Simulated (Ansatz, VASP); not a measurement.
## Hf: VASP beside Ansatz

Contents of INCAR:

```
SYSTEM = Hf
ALGO     = Normal         ! electronic algorithm
EDIFF    = 1E-6           ! SCF threshold, eV
ENCUT    = 500            ! plane-wave cutoff, eV
GGA      = PE             ! functional
GGA_COMPAT= .FALSE.      
ISIF     = 2              ! what is computed and relaxed
ISMEAR   = 0              ! smearing method
LASPH    = .TRUE.         ! aspherical terms in the spheres
LCHARG   = .FALSE.        ! write CHGCAR
LREAL    = .FALSE.        ! projectors in reciprocal space
LWAVE    = .FALSE.        ! write WAVECAR
NBANDS   = 11             ! bands
NELM     = 120            ! most SCF steps
PREC     = Accurate       ! precision mode
SIGMA    = 0.0388         ! smearing width, eV
```

File KPOINTS:

```
k-points
0
G
  12 12 12
  0 0 0
```

POSCAR

```
Hf
1.0
    0.0000000000      2.3848280000      2.3848280000
    2.3848280000      0.0000000000      2.3848280000
    2.3848280000      2.3848280000      0.0000000000
Hf
1
Direct
    0.0000000000      0.0000000000      0.0000000000
```

Input for Ansatz:

```yaml
crystal:
  lattice:
    - [0.0, 2.384828, 2.384828]
    - [2.384828, 0.0, 2.384828]
    - [2.384828, 2.384828, 0.0]
  atoms:
    - { symbol: Hf, position: [0.0, 0.0, 0.0] }
  symmetry: { tolerance: 0.0003 }
kpoints:
  mp_grid: { grid: [12, 12, 12], shift: [0, 0, 0] }
  band_path:
    path:
      - [0.375, 0.375, 0.75]
      - [0.0, 0.0, 0.0]
      - [0.5, 0.5, 0.5]
      - [0.5, 0.25, 0.75]
      - [0.5, 0.0, 0.5]
    npoints: 13
magnetization:
  spin_polarized: false
scf:
  occupations: { method: gaussian, width: 0.0388 }
  lower_state_search: "off"
  max_iter: 200
hamiltonian:
  pseudopotentials: { kind: paw }
  xc: pbe
basis:
  ecutwfc: 420
  fft_grid_basis: typed
output:
  forces: true
  stress: true
  eigenvalues: true
  bader: true
  populations: true
  elf: true
  write_potential: true
  volumetric_format: npy
  dos:
    e_range: [-12, 8]
    de: 0.05
    projected: { site_lists: { Hf: [Hf] } }
checkpoint:
  read: saved_state
```

Alike in both runs: task single point; functional PBE; k mesh 12 × 12 × 12; occupations gaussian, width 0.0388 eV; no spin polarisation.

```csv
,VASP,Ansatz
version,VASP 6.6.1,Ansatz 0.2.0
potentials or method,"VASP PAW PBE potentials, release 64 (Hf_pv), cutoff 500 eV",PAW plane waves
valence electrons in the cell,10,26
```

```tsv
	VASP	Ansatz	Ansatz less VASP
pressure (GPa)	-14.1	-13.7	+0.37
```

VASP's potentials hold 10 valence electrons a cell and Ansatz's 26, so a difference there can come from the potentials and not from the codes.

Neither program's run includes spin-orbit coupling.
